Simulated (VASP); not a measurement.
# BaRu3 (Pm-3m) in VASP: notebook

Runs on BaRu3. Level: PBEsol. Tasks: single point.

Everything below comes from runs of VASP 6.6.1. Logs are shortened: lines on timing, memory, paths and dates and some standing lists are left out, and cuts for length are marked.

### Step 1. The cell of the first run

It takes space group Pm-3m (No. 221, cubic). Conventional cell: a = 4.122 Å, b = 4.122 Å, c = 4.122 Å, α = 90.00°, β = 90.00°, γ = 90.00°. Ba (site symmetry m-3m) has 12 Ru at 2.92 Å within 3.8 Å. Within 3.8 Å of Ru (site symmetry 4/mmm) lie 4 Ba at 2.92 Å and 8 Ru at 2.92 Å.

### Step 2. Single point, PBEsol (17.52 Å³/atom)

INCAR reads:

```
  ALGO = Normal
  EDIFF = 1E-6
  ENCUT = 520
  GGA = PS
  ISIF = 2
  ISMEAR = 0
  LASPH = True
  LCHARG = True
  LELF = True
  LREAL = False
  LVHAR = True
  LWAVE = False
  NBANDS = 34
  NELM = 80
  PREC = Accurate
  SIGMA = 0.05
```

KPOINTS reads:

```
k-points
0
Gamma
  8 8 8
```

POSCAR reads:

```
BaRu3
1.0
    4.1224780763      0.0000000000      0.0000000000
    0.0000000000      4.1224780763      0.0000000000
    0.0000000000      0.0000000000      4.1224780763
Ba Ru
1 3
Direct
    0.0000000000      0.0000000000      0.0000000000
    0.0000000000      0.5000000000      0.5000000000
    0.5000000000      0.5000000000      0.0000000000
    0.5000000000      0.0000000000      0.5000000000
```

Potentials or basis: VASP PAW PBE potentials, release 64 (Ba_sv, Ru_pv).

The run is started by

```
> cat potpaw_PBE.64/Ba_sv/POTCAR potpaw_PBE.64/Ru_pv/POTCAR > POTCAR
> mpirun -np 1 vasp_std > vasp.out
```

OUTCAR:

```text
EDIFF = 1E-6
   ENCUT = 520
   GGA = PS
   ISIF = 2
   ISMEAR = 0
   LASPH = True
   LREAL = False
   NELM = 80
   PREC = Accurate

 ion  position               nearest neighbor table
   1  0.000  0.000  0.000-   2 2.92   3 2.92   4 2.92   2 2.92   4 2.92   2 2.92   3 2.92   2 2.92
                             3 2.92   4 2.92   4 2.92   3 2.92
   2  0.000  0.500  0.500-   1 2.92   3 2.92   4 2.92   1 2.92   3 2.92   1 2.92   4 2.92   1 2.92
                             3 2.92   4 2.92   3 2.92   4 2.92
   3  0.500  0.500  0.000-   1 2.92   2 2.92   4 2.92   2 2.92   4 2.92   1 2.92   4 2.92   4 2.92
                             1 2.92   2 2.92   2 2.92   1 2.92
   4  0.500  0.000  0.500-   1 2.92   2 2.92   3 2.92   1 2.92   3 2.92   2 2.92   3 2.92   3 2.92
                             1 2.92   2 2.92   1 2.92   2 2.92

  LATTYP: Found a simple cubic cell.
 ALAT       =     4.1224780763

  Lattice vectors:

 A1 = (   4.1224780763,   0.0000000000,   0.0000000000)
 A2 = (   0.0000000000,   4.1224780763,   0.0000000000)
 A3 = (   0.0000000000,   0.0000000000,   4.1224780763)

Analysis of symmetry for initial positions (statically):
=====================================================================
 Subroutine PRICEL returns:
 Original cell was already a primitive cell.

 Routine SETGRP: Setting up the symmetry group for a
 simple cubic supercell.

 Subroutine GETGRP returns: Found 48 space group operations
 (whereof 48 operations were pure point group operations)
 out of a pool of 48 trial point group operations.

The static configuration has the point symmetry O_h .

Analysis of symmetry for dynamics (positions and initial velocities):
=====================================================================
 Subroutine PRICEL returns:
 Original cell was already a primitive cell.

 Routine SETGRP: Setting up the symmetry group for a
 simple cubic supercell.

 Subroutine GETGRP returns: Found 48 space group operations
 (whereof 48 operations were pure point group operations)
 out of a pool of 48 trial point group operations.

The dynamic configuration has the point symmetry O_h .

 Subroutine INISYM returns: Found 48 space group operations
 (whereof 48 operations are pure point group operations),
 and found     1 'primitive' translations

----------------------------------------------------------------------------------------

                                     Primitive cell

  volume of cell :      70.0608

  direct lattice vectors                    reciprocal lattice vectors
     4.122478076  0.000000000  0.000000000     0.242572545  0.000000000  0.000000000
     0.000000000  4.122478076  0.000000000     0.000000000  0.242572545  0.000000000
     0.000000000  0.000000000  4.122478076     0.000000000  0.000000000  0.242572545

  length of vectors
     4.122478076  4.122478076  4.122478076     0.242572545  0.242572545  0.242572545

  position of ions in fractional coordinates (direct lattice)
     0.000000000  0.000000000  0.000000000
     0.000000000  0.500000000  0.500000000
     0.500000000  0.500000000  0.000000000
     0.500000000  0.000000000  0.500000000

  ion indices of the primitive-cell ions
   primitive index   ion index
                 1           1
                 2           2
                 3           3
                 4           4

----------------------------------------------------------------------------------------

 KPOINTS: k-points

Automatic generation of k-mesh.
 Grid dimensions read from file:
 generate k-points for:    8    8    8

 Generating k-lattice:

  Cartesian coordinates                     Fractional coordinates (reciprocal lattice)
     0.030321568  0.000000000  0.000000000     0.125000000  0.000000000  0.000000000
     0.000000000  0.030321568  0.000000000     0.000000000  0.125000000  0.000000000
     0.000000000  0.000000000  0.030321568     0.000000000  0.000000000  0.125000000

  Length of vectors
     0.030321568  0.030321568  0.030321568

  Shift w.r.t. Gamma in fractional coordinates (k-lattice)
     0.000000000  0.000000000  0.000000000

 Subroutine IBZKPT returns following result:
 ===========================================

 Found     35 irreducible k-points:

 Following reciprocal coordinates:
            Coordinates               Weight
  0.000000  0.000000  0.000000      1.000000
  0.125000  0.000000  0.000000      6.000000
  0.250000  0.000000  0.000000      6.000000
  0.375000  0.000000  0.000000      6.000000
  0.500000  0.000000  0.000000      3.000000
  0.125000  0.125000  0.000000     12.000000
[... 16 lines left out ...]
  0.375000  0.375000  0.125000     24.000000
  0.500000  0.375000  0.125000     24.000000
 [... further k-points ...]
   k-points           NKPTS =     35   k-points in BZ     NKDIM =     35   number of bands    NBANDS=     34
   number of dos      NEDOS =    301   number of ions     NIONS =      4
   total plane-waves  NPLWV =  32768
   dimension x,y,z NGX =    32 NGY =   32 NGZ =   32
   dimension x,y,z NGXF=    64 NGYF=   64 NGZF=   64
   ions per type =               1   3
   NGX,Y,Z   is equivalent  to a cutoff of  12.90, 12.90, 12.90 a.u.
   NGXF,Y,Z  is equivalent  to a cutoff of  25.81, 25.81, 25.81 a.u.
 SYSTEM =  unknown system
   PREC   = accura    normal or accurate (medium, high low for compatibility)
   ISTART =      0    job   : 0-new  1-cont  2-samecut
   ICHARG =      2    charge: 1-file 2-atom 10-const
   ISPIN  =      1    spin polarized calculation?
   LNONCOLLINEAR =      F non collinear calculations
   LSORBIT =      F    spin-orbit coupling
   LASPH  =      T    aspherical Exc in radial PAW
   ENCUT  =  520.0 eV  38.22 Ry    6.18 a.u.   7.67  7.67  7.67*2*pi/ulx,y,z
   NELM   =     80;   NELMIN=  2; NELMDL= -5     # of ELM steps
   EDIFF  = 0.1E-05   stopping-criterion for ELM
   LREAL  =      F    real-space projection
   EDIFFG = 0.1E-04   stopping-criterion for IOM
   NSW    =      0    number of steps for IOM
   IBRION =     -1    ionic relax: 0-MD 1-quasi-New 2-CG
   NFREE  =      0    steps in history (QN), initial steepest desc. (CG)
   ISIF   =      2    stress and relaxation
   ISYM   =      2    0-nonsym 1-usesym 2-fastsym
   POTIM  = 0.5000    time-step for ionic-motion
   TEBEG  =    0.0;   TEEND  =   0.0 temperature during run
   PSTRESS=    0.0 pullay stress
   NELECT =      52.0000    total number of electrons
   NUPDOWN=      -1.0000    fix difference up-down
   EMIN   =  10.00;   EMAX   =-10.00  energy-range for DOS
   EFERMI =   0.00;   METHOD = LEGACY
   ISMEAR =     0;   SIGMA  =   0.05  broadening in eV -4-tet -1-fermi 0-gaus
   EFERMI_NEDOS =   21; number of points for ismear=-14 and -15
   IALGO  =     38    algorithm
   IMIX   =      4    mixing-type and parameters
     AMIX     =   0.40;   BMIX     =  1.00
     AMIX_MAG =   1.60;   BMIX_MAG =  1.00
  volume/ion in A,a.u.               =      17.52       118.20
  Fermi-wavevector in a.u.,A,eV,Ry     =   1.482237  2.801021 29.892352  2.197026
  Thomas-Fermi vector in A             =   2.596048
   LORBIT       =      0    0 simple, 1 ext, 2 COOP (PROOUT), +10 PAW based schemes
   GGA     = PS    functional components
   LHFCALC =     F    Hartree Fock is set to
   AEXX    =    0.0000 exact exchange contribution
   IVDW    =     0    specifies the selected vdW correction
   LEPSILON=     F    determine dielectric tensor
   LRPA    =     F    only Hartree local field effects (RPA)
 non-spin polarized calculation
 Gauss-broadening in eV      SIGMA  =   0.05
  energy-cutoff  :      520.00
  volume of cell :       70.06
 maximum number of plane-waves:      1924
 NGX is ok and might be reduce to    32
   NGX = 15   NGY = 15   NGZ = 15

 number of electron      52.0000024 magnetization

 Free energy of the ion-electron system (eV)
  ---------------------------------------------------
  ext. energy  EPLUGINS =         0.00000000
  ---------------------------------------------------
  free energy    TOTEN  =       -26.94099669 eV

  energy without entropy =      -26.92594775  energy(sigma->0) =      -26.93347222

 E-fermi :   8.3602     XC(G=0): -12.7584

 val. band max:        8.3569163892   @ k =   0.3750   0.0000   0.0000
 cond. band min:       8.3655684568   @ k =   0.5000   0.5000   0.0000
 fundamental gap:      0.0086520677
 Fermi energy:         8.3601753129

 k-point     1 :       0.0000    0.0000    0.0000
  band No.  band energies     occupation
      1     -33.7767      2.00000
      2     -33.7767      2.00000
      3     -33.7767      2.00000
      4     -33.5075      2.00000
      5     -33.5075      2.00000
      6     -33.5075      2.00000
[... 26 lines left out ...]
     33      14.3217      0.00000
     34      14.3217      0.00000

 k-point     2 :       0.1250    0.0000    0.0000
  band No.  band energies     occupation
      1     -33.7704      2.00000
      2     -33.7704      2.00000
      3     -33.7662      2.00000
      4     -33.5097      2.00000
      5     -33.5097      2.00000
      6     -33.5082      2.00000
[... 26 lines left out ...]
     33      14.1638      0.00000
     34      15.0847      0.00000

 k-point     3 :       0.2500    0.0000    0.0000
  band No.  band energies     occupation
      1     -33.7539      2.00000
      2     -33.7539      2.00000
      3     -33.7365      2.00000
      4     -33.5170      2.00000
      5     -33.5170      2.00000
      6     -33.5099      2.00000
[... 26 lines left out ...]
     33      13.7747      0.00000
     34      15.5806      0.00000

 k-point     4 :       0.3750    0.0000    0.0000
  band No.  band energies     occupation
      1     -33.7350      2.00000
      2     -33.7350      2.00000
      3     -33.6942      2.00000
      4     -33.5406      2.00000
      5     -33.5286      2.00000
      6     -33.5286      2.00000
[... 26 lines left out ...]
     33      13.3998      0.00000
     34      15.5977      0.00000

 k-point     5 :       0.5000    0.0000    0.0000
  band No.  band energies     occupation
      1     -33.7261      2.00000
      2     -33.7261      2.00000
      3     -33.6653      2.00000
      4     -33.5719      2.00000
      5     -33.5350      2.00000
      6     -33.5350      2.00000
[... 621 lines left out ...]
 k-point    22 :       0.5000    0.2500    0.1250
  band No.  band energies     occupation
      1     -33.8021      2.00000
      2     -33.6655      2.00000
      3     -33.6436      2.00000
      4     -33.6083      2.00000
      5     -33.5910      2.00000
      6     -33.5207      2.00000
[... 26 lines left out ...]
     33      13.1801      0.00000
     34      14.2945      0.00000

 k-point    23 :       0.3750    0.3750    0.1250
  band No.  band energies     occupation
      1     -33.8178      2.00000
      2     -33.6650      2.00000
      3     -33.6497      2.00000
      4     -33.6044      2.00000
      5     -33.5737      2.00000
      6     -33.5430      2.00000
[... 26 lines left out ...]
     33      13.5346      0.00000
     34      13.5734      0.00000

 k-point    24 :       0.5000    0.3750    0.1250
  band No.  band energies     occupation
      1     -33.8221      2.00000
      2     -33.6730      2.00000
      3     -33.6431      2.00000
      4     -33.5916      2.00000
      5     -33.5891      2.00000
      6     -33.5346      2.00000
[... 26 lines left out ...]
     33      13.5222      0.00000
     34      13.6728      0.00000

 [... further k-points ...]
[... 5 lines left out ...]
  --------------------------------------------------------------------------------------
  -------------------------------------------------------------------------------------
  Total       -0.0266732     -0.0266732     -0.0266732     -0.0000000     -0.0000000      0.0000000
  in kB       -0.6099738     -0.6099738     -0.6099738     -0.0000000     -0.0000000      0.0000000
  external PRESSURE =      -0.6099738 kB  Pullay stress =       0.0000000 kB

 VOLUME and BASIS-vectors are now :
 -----------------------------------------------------------------------------
  energy-cutoff  :      520.00
  volume of cell :       70.06
      direct lattice vectors                 reciprocal lattice vectors
     4.122478076  0.000000000  0.000000000     0.242572545  0.000000000  0.000000000
     0.000000000  4.122478076  0.000000000     0.000000000  0.242572545  0.000000000
     0.000000000  0.000000000  4.122478076     0.000000000  0.000000000  0.242572545

 POSITION                                       TOTAL-FORCE (eV/Angst)
 -----------------------------------------------------------------------------------
      0.00000      0.00000      0.00000         0.000000      0.000000      0.000000
      0.00000      2.06124      2.06124         0.000000      0.000000      0.000000
      2.06124      2.06124      0.00000         0.000000      0.000000      0.000000
      2.06124      0.00000      2.06124         0.000000      0.000000      0.000000
 -----------------------------------------------------------------------------------
    total drift:                                0.000000     -0.000000     -0.000000

  FREE ENERGIE OF THE ION-ELECTRON SYSTEM (eV)
  ---------------------------------------------------
  free  energy   TOTEN  =       -26.9409966916 eV

  energy  without entropy=      -26.9259477501  energy(sigma->0) =      -26.93347222
```

Run time: 62 s. Hardware: 1 thread of Intel Xeon 8259CL, shared host; peak memory 0.22 GiB.

What came out:

- Free energy: -26.9410 eV
- Pressure: -0.1 GPa
- Band gap on the k mesh: zero (bands 26 and 27 overlap by 1.53 eV)

Caveat: the PAW data sets were made with another functional, which shifts forces and pressure a little; spin-orbit coupling is left out, which moves the levels of the heavy elements.

### Step 3. Single point, PBEsol (17.96 Å³/atom)

This run uses another cell than the first one, of 17.96 Å³/atom.

INCAR reads:

```
PREC     = Accurate       # precision mode
ENCUT    = 520            # plane-wave cutoff, eV
EDIFF    = 1E-7           # SCF threshold, eV
ISMEAR   = 0              # smearing method
SIGMA    = 0.05           # smearing width, eV
LREAL    = False          # projectors in reciprocal space
LASPH    = True           # aspherical terms in the spheres
NELM     = 60             # most SCF steps
ALGO     = Normal         # electronic algorithm
ISIF     = 2              # what is computed and relaxed
LWAVE    = False          # write WAVECAR
LCHARG   = False          # write CHGCAR
GGA      = PS             # functional
NBANDS   = 34             # bands
```

KPOINTS reads:

```
Automatic mesh
0
Gamma
  8 8 8
```

POSCAR reads:

```
BaRu3
1.0
    4.1570625373      0.0000000000      0.0000000000
    0.0000000000      4.1570625373      0.0000000000
    0.0000000000      0.0000000000      4.1570625373
Ba Ru
1 3
Direct
    0.0000000000      0.0000000000      0.0000000000
    0.0000000000      0.5000000000      0.5000000000
    0.5000000000      0.5000000000      0.0000000000
    0.5000000000      0.0000000000      0.5000000000
```

Potentials or basis: VASP PAW PBE potentials, release 64 (Ba_sv, Ru_pv).

The run is started by

```
> cat potpaw_PBE.64/Ba_sv/POTCAR potpaw_PBE.64/Ru_pv/POTCAR > POTCAR
> mpirun -np 1 vasp_std > vasp.out
```

OUTCAR:

```text
PREC = Accurate
   ENCUT = 520
   EDIFF = 1E-7
   ISMEAR = 0
   LREAL = False
   LASPH = True
   NELM = 60
   ISIF = 2
   GGA = PS

 ion  position               nearest neighbor table
   1  0.000  0.000  0.000-   2 2.94   3 2.94   4 2.94   2 2.94   4 2.94   2 2.94   3 2.94   2 2.94
                             3 2.94   4 2.94   4 2.94   3 2.94
   2  0.000  0.500  0.500-   1 2.94   3 2.94   4 2.94   1 2.94   3 2.94   1 2.94   4 2.94   1 2.94
                             3 2.94   4 2.94   3 2.94   4 2.94
   3  0.500  0.500  0.000-   1 2.94   2 2.94   4 2.94   2 2.94   4 2.94   1 2.94   4 2.94   4 2.94
[... 1094 lines left out ...]
  -------------------------------------------------------------------------------------
  Total       -1.3607417     -1.3607417     -1.3607417      0.0000000      0.0000000     -0.0000000
  in kB      -30.3477568    -30.3477568    -30.3477568      0.0000000      0.0000000     -0.0000000
  external PRESSURE =     -30.3477568 kB  Pullay stress =       0.0000000 kB

 VOLUME and BASIS-vectors are now :
 -----------------------------------------------------------------------------
  energy-cutoff  :      520.00
  volume of cell :       71.84
      direct lattice vectors                 reciprocal lattice vectors
     4.157062537  0.000000000  0.000000000     0.240554476  0.000000000  0.000000000
     0.000000000  4.157062537  0.000000000     0.000000000  0.240554476  0.000000000
     0.000000000  0.000000000  4.157062537     0.000000000  0.000000000  0.240554476

 POSITION                                       TOTAL-FORCE (eV/Angst)
 -----------------------------------------------------------------------------------
      0.00000      0.00000      0.00000         0.000000      0.000000      0.000000
      0.00000      2.07853      2.07853         0.000000      0.000000      0.000000
      2.07853      2.07853      0.00000         0.000000      0.000000      0.000000
      2.07853      0.00000      2.07853         0.000000      0.000000      0.000000
 -----------------------------------------------------------------------------------
    total drift:                                0.000000     -0.000000     -0.000000

  FREE ENERGIE OF THE ION-ELECTRON SYSTEM (eV)
  ---------------------------------------------------
  free  energy   TOTEN  =       -26.9246096322 eV

  energy  without entropy=      -26.9077569758  energy(sigma->0) =      -26.91618330
```

It took 77 s on 1 thread of Intel Xeon 8259CL, shared host; peak memory 0.22 GiB.

What came out:

| Quantity | Value |
| --- | --- |
| Free energy | -26.9246 eV |
| Pressure | -3.0 GPa |
| Band gap on the k mesh | zero (bands 26 and 27 overlap by 1.48 eV) |

Caveat: the cell stands under tension; the PAW data sets were made with another functional, which shifts forces and pressure a little; spin-orbit coupling is left out, which moves the levels of the heavy elements.

### Step 4. Single point, PBEsol (19.96 Å³/atom)

This run uses another cell than the first one, of 19.96 Å³/atom.

INCAR reads:

```
  ALGO = Normal
  EDIFF = 1E-6
  ENCUT = 520
  GGA = PS
  ISIF = 2
  ISMEAR = 0
  LASPH = True
  LCHARG = False
  LREAL = False
  LWAVE = False
  NBANDS = 34
  NELM = 80
  PREC = Accurate
  SIGMA = 0.05
```

KPOINTS reads:

```
k-points
0
Gamma
  8 8 8
```

POSCAR reads:

```
BaRu3
1.0
    4.3056532817      0.0000000000      0.0000000000
    0.0000000000      4.3056532817      0.0000000000
    0.0000000000      0.0000000000      4.3056532817
Ba Ru
1 3
Direct
    0.0000000000      0.0000000000      0.0000000000
    0.0000000000      0.5000000000      0.5000000000
    0.5000000000      0.5000000000      0.0000000000
    0.5000000000      0.0000000000      0.5000000000
```

The run is started by

```
> cat potpaw_PBE.64/Ba_sv/POTCAR potpaw_PBE.64/Ru_pv/POTCAR > POTCAR
> mpirun -np 1 vasp_std > vasp.out
```

It took 66 s on 1 thread of Intel Xeon 8259CL, shared host; peak memory 0.23 GiB.

The run converged. Its results:

```
Free energy            : -26.5263 eV
Pressure               : -12.2 GPa
Band gap on the k mesh : zero (bands 26 and 27 overlap by 1.31 eV)
```

Levels at points of the mesh, in eV from the Fermi level:
```
           k point  band 24  band 25  band 26  band 27  band 28  band 29
(0.00, 0.00, 0.00)     0.44     0.44     1.17     1.49     1.49     1.49
(0.50, 0.00, 0.00)    -0.30    -0.20     0.06     0.06     0.45     0.60
(0.50, 0.50, 0.00)    -0.57    -0.32    -0.12    -0.12     0.02     0.09
(0.50, 0.50, 0.50)    -0.33    -0.33     0.78     1.20     1.20     1.20
```

Caveat: the cell stands under tension; the PAW data sets were made with another functional, which shifts forces and pressure a little; spin-orbit coupling is left out, which moves the levels of the heavy elements.

### Step 5. Overview

| cell | gap on the mesh (eV) | pressure (GPa) |
| --- | --- | --- |
| a = 4.122 Å, 4 atoms | none | -0.1 |
| a = 4.157 Å, 4 atoms | none | -3.0 |
| a = 4.306 Å, 4 atoms | none | -12.2 |

Alike in all rows: task single point; level PBEsol; potentials or basis VASP PAW PBE potentials, release 64 (Ba_sv, Ru_pv); no spin polarisation; k mesh 8 × 8 × 8; cutoff (eV) 520; smearing gaussian 0.05 eV.

Caveats: the PAW data sets were made with another functional, which shifts forces and pressure a little; spin-orbit coupling is left out, which moves the levels of the heavy elements; the cell stands under tension (at least some runs).

Total energies depend on the potentials used, so only differences within one code and one set of settings carry meaning.
